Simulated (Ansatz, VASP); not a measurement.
## Hf in VASP and in Ansatz

```
CELL_PARAMETERS angstrom
3.19670 0.00000 0.00000
-1.59835 2.76842 0.00000
0.00000 0.00000 5.00722
ATOMIC_POSITIONS crystal
Hf 0.33333 0.66667 0.25000
Hf 0.66667 0.33333 0.75000
```

Change from the starting cell: zz strain of -1 %.

Alike in both runs: task single point; functional PBEsol; k mesh 13 × 13 × 7; occupations fermi-dirac, width 0.05 eV; no spin polarisation.

|  | VASP | Ansatz |
| --- | --- | --- |
| version | VASP 6.6.1 | Ansatz 0.2.0 |
| potentials or method | VASP PAW PBE potentials, release 64 (Hf_pv), cutoff 520 eV | all-electron LAPW, scalar-relativistic |

|  | VASP | Ansatz | Ansatz less VASP |
| --- | --- | --- | --- |
| pressure (GPa) | -3.0 | -2.6 | +0.39 |
| traceless stress, the component that is largest in VASP (GPa) | 0.69 | 0.77 | +0.074 |

VASP's potentials were made for PBE, not for PBEsol. Ansatz ran all-electron here, and VASP with PAW potentials.

Neither program's run includes spin-orbit coupling.
